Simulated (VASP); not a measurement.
# Ga3B2As (P3m1) in VASP: notebook

The runs below take Ga3B2As through relaxation of shape and atoms at fixed volume, relaxation of cell and atoms, with PBE.

All numbers are computed with VASP 6.6.1; they aren't measurements. Logs are shortened: lines on timing, memory, paths and dates and some standing lists are left out, and cuts for length are marked.

### Step 1. The cell of the first run

It takes space group P3m1 (No. 156, trigonal). The conventional cell has a = 3.009 Å, b = 3.009 Å, c = 10.628 Å, α = 90.00°, β = 90.00°, γ = 120.00°. Within 3.6 Å of Ga (site symmetry 3m) lie 1 As at 2.70 Å and 9 Ga at 2.85 to 3.01 Å. Within 3.2 Å of Ga (site symmetry 3m) lie 6 B at 2.43 to 2.46 Å and 3 As at 2.80 Å and 6 Ga at 3.01 Å. Within 3.2 Å of Ga (site symmetry 3m) lie 6 B at 2.45 to 2.49 Å and 9 Ga at 2.85 to 3.01 Å. Within 2.3 Å of B (site symmetry 3m) lie 3 B at 1.74 Å. Within 2.3 Å of B (site symmetry 3m) lie 3 B at 1.74 Å. Within 3.6 Å of As (site symmetry 3m) lie 4 Ga at 2.70 to 2.80 Å and 6 As at 3.01 Å.

### Step 2. Relaxation of shape and atoms at fixed volume, PBE (13.89 Å³/atom)

INCAR

```
SYSTEM = Ga3B2As
PREC = Accurate
ENCUT = 600
EDIFF = 1E-6
ISMEAR = 0
SIGMA = 0.1
LREAL = .FALSE.
LASPH = .TRUE.
NELM = 60
ALGO = Normal
ISIF = 4
LWAVE = .FALSE.
LCHARG = .FALSE.
GGA = PE
IBRION = 2
NSW = 50
EDIFFG = -0.01
```

KPOINTS

```
Automatic mesh
0
G
  12 12 4
  0 0 0
```

POSCAR

```
Ga3B2As
1.0
    3.0092223630      0.0000000000      0.0000000000
   -1.5046111815      2.6060630120      0.0000000000
    0.0000000000      0.0000000000     10.6282866088
Ga B As
3 2 1
Direct
    0.3333333333      0.6666666667      0.6064985035
    0.0000000000      0.0000000000      0.1464535915
    0.0000000000      0.0000000000      0.8196485902
    0.3333333333      0.6666666667      0.9827670755
    0.6666666667      0.3333333333      0.9868541136
    0.3333333333      0.6666666667      0.3527781258
```

Potentials or basis: VASP PAW PBE potentials, release 64 (Ga_d, B, As).

Run with:

```bash
cat potpaw_PBE.64/Ga_d/POTCAR potpaw_PBE.64/B/POTCAR potpaw_PBE.64/As/POTCAR > POTCAR
mpirun -np 1 vasp_std > vasp.out
```

OUTCAR:

```text
SYSTEM = Ga3B2As
   PREC = Accurate
   ENCUT = 600
   EDIFF = 1E-6
   ISMEAR = 0
   LREAL = .FALSE.
   LASPH = .TRUE.
   NELM = 60
   ISIF = 4
   GGA = PE
   IBRION = 2
   NSW = 50
   EDIFFG = -0.01

 ion  position               nearest neighbor table
   1  0.333  0.667  0.606-   6 2.70   3 2.85   3 2.85   3 2.85
   2  0.000  0.000  0.146-   5 2.43   5 2.43   5 2.43   4 2.46   4 2.46   4 2.46   6 2.80   6 2.80
                             6 2.80
   3  0.000  0.000  0.820-   4 2.45   4 2.45   4 2.45   5 2.49   5 2.49   5 2.49   1 2.85   1 2.85
                             1 2.85
   4  0.333  0.667  0.983-   5 1.74   5 1.74   5 1.74   3 2.45   3 2.45   3 2.45   2 2.46   2 2.46
                             2 2.46
   5  0.667  0.333  0.987-   4 1.74   4 1.74   4 1.74   2 2.43   2 2.43   2 2.43   3 2.49   3 2.49
                             3 2.49
   6  0.333  0.667  0.353-   1 2.70   2 2.80   2 2.80   2 2.80

  LATTYP: Found a hexagonal cell.
 ALAT       =     3.0092223630
 C/A-ratio  =     3.5319047005

  Lattice vectors:

 A1 = (   3.0092223630,   0.0000000000,   0.0000000000)
 A2 = (  -1.5046111815,   2.6060630120,   0.0000000000)
 A3 = (   0.0000000000,   0.0000000000,  10.6282866088)

Analysis of symmetry for initial positions (statically):
=====================================================================
 Subroutine PRICEL returns:
 Original cell was already a primitive cell.

 Routine SETGRP: Setting up the symmetry group for a
 hexagonal supercell.

 Subroutine GETGRP returns: Found  6 space group operations
 (whereof  6 operations were pure point group operations)
 out of a pool of 24 trial point group operations.

The static configuration has the point symmetry C_3v.

Analysis of symmetry for dynamics (positions and initial velocities):
=====================================================================
 Subroutine PRICEL returns:
 Original cell was already a primitive cell.

 Routine SETGRP: Setting up the symmetry group for a
 hexagonal supercell.

 Subroutine GETGRP returns: Found  6 space group operations
 (whereof  6 operations were pure point group operations)
 out of a pool of 24 trial point group operations.

The dynamic configuration has the point symmetry C_3v.

 Subroutine INISYM returns: Found  6 space group operations
 (whereof  6 operations are pure point group operations),
 and found     1 'primitive' translations

----------------------------------------------------------------------------------------

                                     Primitive cell

  volume of cell :      83.3494
[... 116 lines left out ...]
     AMIX     =   0.40;   BMIX     =  1.00
     AMIX_MAG =   1.60;   BMIX_MAG =  1.00
  volume/ion in A,a.u.               =      13.89        93.74
  Fermi-wavevector in a.u.,A,eV,Ry     =   1.380694  2.609133 25.936992  1.906315
  Thomas-Fermi vector in A             =   2.505547
   LORBIT       =      0    0 simple, 1 ext, 2 COOP (PROOUT), +10 PAW based schemes
   GGA     = PE    functional components
   LHFCALC =     F    Hartree Fock is set to
   AEXX    =    0.0000 exact exchange contribution
   IVDW    =     0    specifies the selected vdW correction
   LEPSILON=     F    determine dielectric tensor
   LRPA    =     F    only Hartree local field effects (RPA)
 conjugate gradient relaxation of ions
 non-spin polarized calculation
 Gauss-broadening in eV      SIGMA  =   0.10
  energy-cutoff  :      600.00
  volume of cell :       83.35
 maximum number of plane-waves:      2832
   NGX = 13   NGY = 13   NGZ = 43

--------------------------------------- Ionic step        1  -------------------------------------------

 number of electron      50.0000003 magnetization

 Free energy of the ion-electron system (eV)
  ---------------------------------------------------
  ext. energy  EPLUGINS =         0.00000000
  ---------------------------------------------------
  free energy    TOTEN  =       -25.17114633 eV

  energy without entropy =      -25.16400381  energy(sigma->0) =      -25.16757507

------------------------ aborting loop because EDIFF is reached ----------------------------------------

  FORCE on cell =-STRESS in cart. coord.  units (eV):
  Direction    XX          YY          ZZ          XY          YZ          ZX
  --------------------------------------------------------------------------------------
  -------------------------------------------------------------------------------------
  Total        3.0798279      3.0798279      2.8527713      0.0000000      0.0000000      0.0000000
  in kB       59.2017544     59.2017544     54.8371772      0.0000000      0.0000000      0.0000000
  external PRESSURE =      57.7468954 kB  Pullay stress =       0.0000000 kB
[... 101 lines left out ...]
  FREE ENERGIE OF THE ION-ELECTRON SYSTEM (eV)
  ---------------------------------------------------
  free  energy   TOTEN  =       -25.1730282912 eV

  energy  without entropy=      -25.1654482738  energy(sigma->0) =      -25.16923828

[... ionic steps 4 to 10 ...]

--------------------------------------- Ionic step       11  -------------------------------------------

 number of electron      49.9999999 magnetization

------------------------ aborting loop because EDIFF is reached ----------------------------------------
[... 75 lines left out ...]
--------------------------------------- Ionic step       13  -------------------------------------------

 number of electron      50.0000000 magnetization

 Free energy of the ion-electron system (eV)
  ---------------------------------------------------
  ext. energy  EPLUGINS =         0.00000000
  ---------------------------------------------------
  free energy    TOTEN  =       -25.17405591 eV

  energy without entropy =      -25.16630584  energy(sigma->0) =      -25.17018088

 E-fermi :   6.6919     XC(G=0): -11.4484

 val. band max:        6.6784766580   @ k =   0.2500   0.1667   0.2500
 cond. band min:       6.7079687792   @ k =   0.2500   0.1667   0.5000
 fundamental gap:      0.0294921212
 Fermi energy:         6.6919301517

 k-point     1 :       0.0000    0.0000    0.0000
  band No.  band energies     occupation
      1      -8.5644      2.00000
      2      -8.4941      2.00000
      3      -8.4941      2.00000
      4      -8.4717      2.00000
      5      -8.4337      2.00000
      6      -8.4337      2.00000
[... 781 lines left out ...]
     29      12.1855      0.00000
     30      12.9661      0.00000

 [... further k-points ...]
[... 5 lines left out ...]
  --------------------------------------------------------------------------------------
  -------------------------------------------------------------------------------------
  Total        2.8695394      2.8695394      2.8866996     -0.0000000      0.0000000      0.0000000
  in kB       55.1595002     55.1595002     55.4893605     -0.0000000      0.0000000      0.0000000
  external PRESSURE =      55.2694536 kB  Pullay stress =       0.0000000 kB
[... 21 lines left out ...]
  FREE ENERGIE OF THE ION-ELECTRON SYSTEM (eV)
  ---------------------------------------------------
  free  energy   TOTEN  =       -25.1740559113 eV

  energy  without entropy=      -25.1663058434  energy(sigma->0) =      -25.17018088

 reached required accuracy - stopping structural energy minimisation
```

OSZICAR:

```text
N       E                     dE             d eps       ncg     rms          rms(c)
DAV:   1     0.393631869119E+03    0.39363E+03   -0.26160E+04  4196   0.307E+03
DAV:   2     0.253813203233E+02   -0.36825E+03   -0.35837E+03  4332   0.615E+02
[... 98 lines left out ...]
  12 F= -.25174015E+02 E0= -.25170154E+02  d E =-.553864E-04
       N       E                     dE             d eps       ncg     rms          rms(c)
DAV:   1    -0.251740232998E+02   -0.75456E-05   -0.21510E-02  4172   0.796E-01    0.169E-02
DAV:   2    -0.251740557625E+02   -0.32463E-04   -0.42672E-04  5734   0.229E-01    0.101E-02
DAV:   3    -0.251740561414E+02   -0.37889E-06   -0.27905E-05  4956   0.978E-02    0.618E-03
DAV:   4    -0.251740559113E+02    0.23010E-06   -0.67385E-06  4984   0.288E-02
  13 F= -.25174056E+02 E0= -.25170181E+02  d E =-.406285E-04
```

CONTCAR:

```text
Ga3B2As
   1.00000000000000
     3.0128915066379078   -0.0000000000000000    0.0000000000000000
    -1.5064457533189539    2.6092405836075496   -0.0000000000000000
     0.0000000000000000   -0.0000000000000000   10.6024158034520557
  Ga              B               As
     3     2     1
Direct
     0.3333333332999970    0.6666666667000030    0.6074865034046710
     0.0000000000000000    0.0000000000000000    0.1466775022478026
     1.0000000000000000    1.0000000000000000    0.8177505148841202
     0.3333333332999970    0.6666666667000030    0.9817506671654881
     0.6666666667000030    0.3333333332999970    0.9853773765287522
     0.3333333332999970    0.6666666667000030    0.3559574358691712

  0.00000000E+00  0.00000000E+00  0.00000000E+00
  0.00000000E+00  0.00000000E+00  0.00000000E+00
  0.00000000E+00  0.00000000E+00  0.00000000E+00
  0.00000000E+00  0.00000000E+00  0.00000000E+00
  0.00000000E+00  0.00000000E+00  0.00000000E+00
  0.00000000E+00  0.00000000E+00  0.00000000E+00
```

Wall time 45 min (1 thread of Oxide Virtual Turin-like, shared host); peak memory 0.32 GiB.

What came out:

| Property | Result |
| --- | --- |
| Free energy | -25.1741 eV |
| Energy gained by relaxing | 0.5 meV/atom |
| Ionic steps | 13 |
| Pressure after relaxing | 5.5 GPa |
| Largest force after relaxing | 0.004 eV/Å |
| Band gap on the k mesh | zero (bands 25 and 26 overlap by 6.03 eV) |

Forces in eV/Å, atoms in the order of the input:
```
Ga   0.000  0.000  0.003
Ga   0.000  0.000  0.002
Ga   0.000  0.000  0.001
B    0.000  0.000 -0.004
B    0.000  0.000 -0.002
As   0.000  0.000  0.001
```

Step by step:
| step | energy change (eV) | largest force (eV/Å) | pressure (GPa) | volume (Å³) |
| --- | --- | --- | --- | --- |
| 1 | 0.0000 | 0.1039 | 5.77 | 83.35 |
| 2 | -0.0010 | 0.0761 | 5.76 | 83.35 |
| 3 | -0.0019 | 0.0438 | 5.64 | 83.35 |
| 4 | -0.0013 | 0.0507 | 5.45 | 83.35 |
| 5 | -0.0020 | 0.0305 | 5.60 | 83.35 |
| 6 | -0.0023 | 0.0327 | 5.57 | 83.35 |
| 7 | -0.0024 | 0.0345 | 5.56 | 83.35 |
| 8 | -0.0026 | 0.0250 | 5.55 | 83.35 |
| 9 | -0.0028 | 0.0196 | 5.52 | 83.35 |
| 10 | -0.0028 | 0.0203 | 5.53 | 83.35 |
| 11 | -0.0029 | 0.0152 | 5.54 | 83.35 |
| 12 | -0.0029 | 0.0169 | 5.53 | 83.35 |
| 13 | -0.0029 | 0.0042 | 5.53 | 83.35 |

Final structure:
```
CELL_PARAMETERS angstrom
3.01289 0.00000 0.00000
-1.50645 2.60924 0.00000
0.00000 0.00000 10.60242
ATOMIC_POSITIONS crystal
Ga 0.33333 0.66667 0.60749
Ga 0.00000 0.00000 0.14668
Ga 0.00000 0.00000 0.81775
B 0.33333 0.66667 0.98175
B 0.66667 0.33333 0.98538
As 0.33333 0.66667 0.35596
```

### Step 3. Relaxation of cell and atoms, PBE

This run uses another cell than the first one, of 14.79 Å³/atom.

INCAR

```
PREC = Accurate
ENCUT = 600
EDIFF = 1E-6
ISMEAR = 0
SIGMA = 0.1
LREAL = False
LASPH = True
NELM = 100
ALGO = Normal
ISIF = 3
LWAVE = False
LCHARG = False
GGA = PE
IBRION = 2
NSW = 100
EDIFFG = -0.01
```

KPOINTS

```
regular mesh
0
Gamma
  12 12 4
```

POSCAR

```
Ga3B2As
1.0
    3.0373277162      0.0000000000      0.0000000000
   -1.5186638581      2.6304029618      0.0000000000
    0.0000000000      0.0000000000     11.1101724730
Ga B As
3 2 1
Direct
    0.3333333333      0.6666666667      0.6052886441
    0.0000000000      0.0000000000      0.1478837869
    0.0000000000      0.0000000000      0.8191854997
    0.3333333333      0.6666666667      0.9836149322
    0.6666666667      0.3333333333      0.9875554935
    0.3333333333      0.6666666667      0.3514716436
```

Potentials or basis: VASP PAW PBE potentials, release 64 (Ga_d, B, As).

Run with:

```bash
cat potpaw_PBE.64/Ga_d/POTCAR potpaw_PBE.64/B/POTCAR potpaw_PBE.64/As/POTCAR > POTCAR
mpirun -np 1 vasp_std > vasp.out
```

OUTCAR:

```text
PREC = Accurate
   ENCUT = 600
   EDIFF = 1E-6
   ISMEAR = 0
   LREAL = False
   LASPH = True
   NELM = 100
   ISIF = 3
   GGA = PE
   IBRION = 2
   NSW = 100
   EDIFFG = -0.01

 ion  position               nearest neighbor table
   1  0.333  0.667  0.605-   6 2.82
   2  0.000  0.000  0.148-   5 2.50   5 2.50   5 2.50   4 2.53   4 2.53   4 2.53   6 2.86   6 2.86
                             6 2.86
   3  0.000  0.000  0.819-   4 2.53   4 2.53   4 2.53
   4  0.333  0.667  0.984-   5 1.75   5 1.75   5 1.75   2 2.53   2 2.53   2 2.53   3 2.53   3 2.53
                             3 2.53
   5  0.667  0.333  0.988-   4 1.75   4 1.75   4 1.75   2 2.50   2 2.50   2 2.50
   6  0.333  0.667  0.351-   1 2.82   2 2.86   2 2.86   2 2.86

  LATTYP: Found a hexagonal cell.
 ALAT       =     3.0373277162
 C/A-ratio  =     3.6578774209

  Lattice vectors:

 A1 = (   3.0373277162,   0.0000000000,   0.0000000000)
[... 394 lines left out ...]
  free energy    TOTEN  =       -25.26256081 eV

  energy without entropy =      -25.25623787  energy(sigma->0) =      -25.25939934

 E-fermi :   6.0295     XC(G=0): -11.1380

 val. band max:        5.9870867764   @ k =  -0.1667   0.4167   0.2500
 cond. band min:       6.0866980537   @ k =   0.5000   0.0000   0.5000
 fundamental gap:      0.0996112773
 Fermi energy:         6.0294785305

 k-point     1 :       0.0000    0.0000    0.0000
  band No.  band energies     occupation
      1      -9.1272      2.00000
      2      -9.0831      2.00000
      3      -9.0831      2.00000
      4      -9.0143      2.00000
      5      -8.9894      2.00000
      6      -8.9894      2.00000
[... 781 lines left out ...]
     29      11.1886      0.00000
     30      12.1072      0.00000

 [... further k-points ...]

------------------------ aborting loop because EDIFF is reached ----------------------------------------

  FORCE on cell =-STRESS in cart. coord.  units (eV):
  Direction    XX          YY          ZZ          XY          YZ          ZX
  --------------------------------------------------------------------------------------
  -------------------------------------------------------------------------------------
  Total       -0.0410312     -0.0410312      0.0288215     -0.0000000      0.0000000     -0.0000000
  in kB       -0.7407244     -0.7407244      0.5203070     -0.0000000      0.0000000     -0.0000000
  external PRESSURE =      -0.3203806 kB  Pullay stress =       0.0000000 kB
[... 21 lines left out ...]
  FREE ENERGIE OF THE ION-ELECTRON SYSTEM (eV)
  ---------------------------------------------------
  free  energy   TOTEN  =       -25.2625608140 eV

  energy  without entropy=      -25.2562378713  energy(sigma->0) =      -25.25939934

 reached required accuracy - stopping structural energy minimisation
```

OSZICAR:

```text
N       E                     dE             d eps       ncg     rms          rms(c)
DAV:   1     0.388712582109E+03    0.38871E+03   -0.26087E+04  4198   0.300E+03
DAV:   2     0.254341770374E+02   -0.36328E+03   -0.35345E+03  4306   0.605E+02
DAV:   3    -0.258611054531E+02   -0.51295E+02   -0.49946E+02  4818   0.165E+02
DAV:   4    -0.284008717517E+02   -0.25398E+01   -0.24863E+01  5210   0.353E+01
[... 93 lines left out ...]
DAV:   2    -0.252627121864E+02    0.50453E-03   -0.26055E-03  5364   0.712E-01    0.725E-02
DAV:   3    -0.252625757153E+02    0.13647E-03   -0.30484E-04  6052   0.278E-01    0.178E-02
DAV:   4    -0.252625620137E+02    0.13702E-04   -0.50957E-05  4950   0.160E-01    0.414E-03
DAV:   5    -0.252625610090E+02    0.10047E-05   -0.12307E-05  5514   0.599E-02    0.179E-03
DAV:   6    -0.252625608140E+02    0.19505E-06   -0.19386E-06  2914   0.141E-02
  12 F= -.25262561E+02 E0= -.25259399E+02  d E =-.404362E-04
```

CONTCAR:

```text
Ga3B2As
   1.00000000000000
     3.0680416053988608    0.0000000000000000    0.0000000000000000
    -1.5340208026994304    2.6570019700937881    0.0000000000000000
    -0.0000000000000000    0.0000000000000000   10.8871633729181809
  Ga              B               As
     3     2     1
Direct
     0.3333333332999970    0.6666666667000030    0.6058176950278230
     0.0000000000000000    0.0000000000000000    0.1463001272433894
     0.0000000000000000    0.0000000000000000    0.8214980409523557
     0.3333333332999970    0.6666666667000030    0.9834327741266577
     0.6666666667000030    0.3333333332999970    0.9877674248382804
     0.3333333332999970    0.6666666667000030    0.3501839378114892

  0.00000000E+00  0.00000000E+00  0.00000000E+00
  0.00000000E+00  0.00000000E+00  0.00000000E+00
  0.00000000E+00  0.00000000E+00  0.00000000E+00
  0.00000000E+00  0.00000000E+00  0.00000000E+00
  0.00000000E+00  0.00000000E+00  0.00000000E+00
  0.00000000E+00  0.00000000E+00  0.00000000E+00
```

Wall time 42 min (1 thread of Oxide Virtual Turin-like, shared host); peak memory 0.34 GiB.

Results:

```yaml
Free_energy: -25.2626 eV
Relaxed_volume: 14.79 Å³/atom
Relaxed_cell: a = 3.068 Å, b = 3.068 Å, c = 10.887 Å, α = 90.00°, β = 90.00°, γ = 120.00°
Space_group_after_relaxing_to_0.1_Å: P3m1 (No. 156)
Energy_gained_by_relaxing: 4.9 meV/atom
Ionic_steps: 12
Pressure_after_relaxing: 0.0 GPa
Largest_force_after_relaxing: 0.009 eV/Å
Band_gap_on_the_k_mesh: zero (bands 25 and 26 overlap by 5.62 eV)
```

Forces in eV/Å, atoms in the order of the input:
```
Ga   0.000  0.000 -0.004
Ga   0.000  0.000  0.001
Ga   0.000  0.000  0.004
B    0.000  0.000  0.005
B    0.000  0.000  0.004
As   0.000  0.000 -0.009
```

The path:
| step | energy change (eV) | largest force (eV/Å) | pressure (GPa) | volume (Å³) |
| --- | --- | --- | --- | --- |
| 1 | 0.0000 | 0.2841 | 0.19 | 88.76 |
| 2 | -0.0237 | 0.1242 | -0.15 | 88.98 |
| 3 | -0.0279 | 0.0753 | -0.40 | 89.11 |
| 4 | -0.0280 | 0.0692 | -0.40 | 89.10 |
| 5 | -0.0280 | 0.0714 | -0.43 | 89.10 |
| 6 | -0.0288 | 0.0518 | 0.13 | 88.55 |
| 7 | -0.0289 | 0.0559 | 0.05 | 88.61 |
| 8 | -0.0292 | 0.0414 | 0.03 | 88.62 |
| 9 | -0.0294 | 0.0230 | 0.00 | 88.64 |
| 10 | -0.0295 | 0.0122 | 0.07 | 88.63 |
| 11 | -0.0296 | 0.0101 | 0.06 | 88.63 |
| 12 | -0.0296 | 0.0091 | -0.03 | 88.75 |

Final structure:
```yaml
crystal:
  lattice:
    - [3.06804, 0.00000, 0.00000]
    - [-1.53402, 2.65700, 0.00000]
    - [0.00000, 0.00000, 10.88716]
  atoms:
    - { symbol: Ga, position: [0.33333, 0.66667, 0.60582] }
    - { symbol: Ga, position: [0.00000, 0.00000, 0.14630] }
    - { symbol: Ga, position: [0.00000, 0.00000, 0.82150] }
    - { symbol: B, position: [0.33333, 0.66667, 0.98343] }
    - { symbol: B, position: [0.66667, 0.33333, 0.98777] }
    - { symbol: As, position: [0.33333, 0.66667, 0.35018] }
```

Levels at points of the mesh, in eV from the Fermi level:
```tsv
k point	band 22	band 23	band 24	band 25	band 26	band 27	band 28	band 29
(0.00, 0.00, 0.00)	-0.58	-0.15	-0.15	4.32	4.32	5.18	5.18	5.56
(0.50, 0.00, 0.00)	-3.20	-2.93	-2.55	-2.07	-0.60	1.62	2.47	2.84
(0.00, 0.00, 0.50)	-0.15	-0.15	1.99	3.02	4.33	4.33	5.17	5.17
(0.50, 0.00, 0.50)	-4.08	-2.93	-2.93	-0.68	0.06	0.67	1.61	2.08
```
